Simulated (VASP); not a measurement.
Write the native input for VASP 6.6.1 that does the following.

```
Task                   : single point
Functional             : PBE
Potentials or basis    : VASP PAW PBE potentials, release 64 (Se)
Cutoff                 : 520 eV
k mesh                 : 6 × 6 × 6
Occupations            : fermi-dirac, width 0.01 eV
Spin                   : no spin polarisation
Dipole correction      : no
Further INCAR settings : ALGO = Normal; EDIFF = 1e-07; NBANDS = 27
```

The structure of Se lies in POSCAR:

```
Se
1.0
    5.6809998619      3.2799267995      1.5058566000
   -5.6809998619      3.2799267995      1.5058566000
    0.0000000000     -6.5598535991      1.5058566000
Se
6
Direct
    0.2806600000      0.1625100000      0.9181800000
    0.9181800000      0.2806600000      0.1625100000
    0.1625100000      0.9181800000      0.2806600000
    0.7193400000      0.8374900000      0.0818200000
    0.0818200000      0.7193400000      0.8374900000
    0.8374900000      0.0818200000      0.7193400000
```

This cell differs from its parent crystal: zz strain of +2 %.

The input as run:

INCAR

```
SYSTEM = Se
PREC = Accurate
ENCUT = 520
EDIFF = 1E-7
ISMEAR = -1
SIGMA = 0.01
LREAL = .False.
LASPH = .True.
NELM = 80
ALGO = Normal
ISIF = 2
LWAVE = .False.
LCHARG = .True.
GGA = PE
LELF = .True.
LVHAR = .True.
NBANDS = 27
```

KPOINTS

```
Automatic mesh
0
Gamma
  6 6 6
  0 0 0
```

Potentials or basis: VASP PAW PBE potentials, release 64 (Se).

Launch:

```console
$ cat potpaw_PBE.64/Se/POTCAR > POTCAR
$ mpirun -np 1 vasp_std > vasp.out
```

It gave:

```json
{
 "Pressure": "2.1 GPa",
 "Largest force": "0.371 eV/Å",
 "Band gap on the k mesh": "1.29 eV (least direct gap 1.52 eV)"
}
```

Caveat: the cell differs from its parent crystal (zz strain of +2 %); this functional lacks dispersion, which holds the molecules together, so the pressure and a relaxed volume are unreliable.

It took 3.5 min on 1 thread of Intel(R) Xeon(R) Platinum 8124M CPU @ 3.00GHz (Skylake/Cascade Lake) (shared host), peak memory 0.4 GiB.
